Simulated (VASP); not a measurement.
Wanted: the native input for a VASP 6.6.1 run.

* Task: single point
* Functional: PBE
* Potentials or basis: VASP PAW PBE potentials, release 64 (In_d)
* Cutoff: 520 eV
* k mesh: 18 × 18 × 18
* Occupations: fermi-dirac, width 0.08 eV
* Spin: no spin polarisation
* Dipole correction: no
* Further INCAR settings: ALGO = Normal; EDIFF = 1e-07; NBANDS = 12

The structure of In lies in POSCAR:

```
In
1.0
   -1.5212905220      1.5212905220      1.5212905220
    1.5212905220     -1.5212905220      1.5212905220
    1.5212905220      1.5212905220     -1.5212905220
In
1
Direct
    0.0000000000      0.0000000000      0.0000000000
```

This cell differs from its parent crystal: volume scaled by 0.507, to set the pressure.

One way to write it, as run:

INCAR

```
SYSTEM = In
PREC = Accurate
ENCUT = 520
EDIFF = 1E-7
ISMEAR = -1
SIGMA = 0.08
LREAL = .FALSE.
LASPH = .TRUE.
NELM = 100
ALGO = Normal
ISIF = 2
LWAVE = .FALSE.
LCHARG = .FALSE.
GGA = PE
NBANDS = 12
```

KPOINTS

```
Automatic mesh
0
G
  18 18 18
  0 0 0
```

Potentials or basis: VASP PAW PBE potentials, release 64 (In_d).

Launch:

```console
$ cat potpaw_PBE.64/In_d/POTCAR > POTCAR
$ mpirun -np 1 vasp_std > vasp.out
```

It gave:

The pressure is 135.7 GPa.

Caveat: the cell differs from its parent crystal (volume scaled by 0.507, to set the pressure).

Run time: 20 s on 1 thread of Intel Xeon 6975P-C, on a shared host, peak memory 0.15 GiB.
